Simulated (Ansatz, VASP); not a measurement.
**One calculation of BN, two programs**

```
B N
1.0
     2.50098    0.00000    0.00000
    -1.25049    2.16591   -0.03249
     0.00000   -0.10311    6.87416
B N
2 2
Direct
  0.33333 0.66667 0.25000
  0.66667 0.33333 0.75000
  0.33333 0.66667 0.75000
  0.66667 0.33333 0.25000
```

Change from the starting cell: strain -0.0300 x Voigt [0, 0, 0, 1, 0, 0], atoms carried along.

Alike in both runs: task single point; functional r2SCAN; k mesh 12 × 12 × 4; occupations gaussian, width 0.05 eV; no spin polarisation.

```csv
,VASP,Ansatz
version,VASP 6.6.1,Ansatz 0.2.0
potentials or method,"VASP PAW PBE potentials, release 64 (B, N), cutoff 520 eV","scalar-relativistic, plane waves, PAW"
valence electrons in the cell,16,16
```

VASP gave:

```
gap on the k mesh at the Fermi level (eV)                     : 4.89
least direct gap on the mesh (eV)                             : 5.25
pressure (GPa)                                                : 0.3
traceless stress, the component that is largest in VASP (GPa) : -0.55
```

Problem. Which values does Ansatz return?

Solution. gap on the k mesh at the Fermi level (eV): 4.85; least direct gap on the mesh (eV): 5.19; pressure (GPa): 0.0; traceless stress, the component that is largest in VASP (GPa): 0.10.

VASP's potentials were made for PBE, not for r2SCAN.
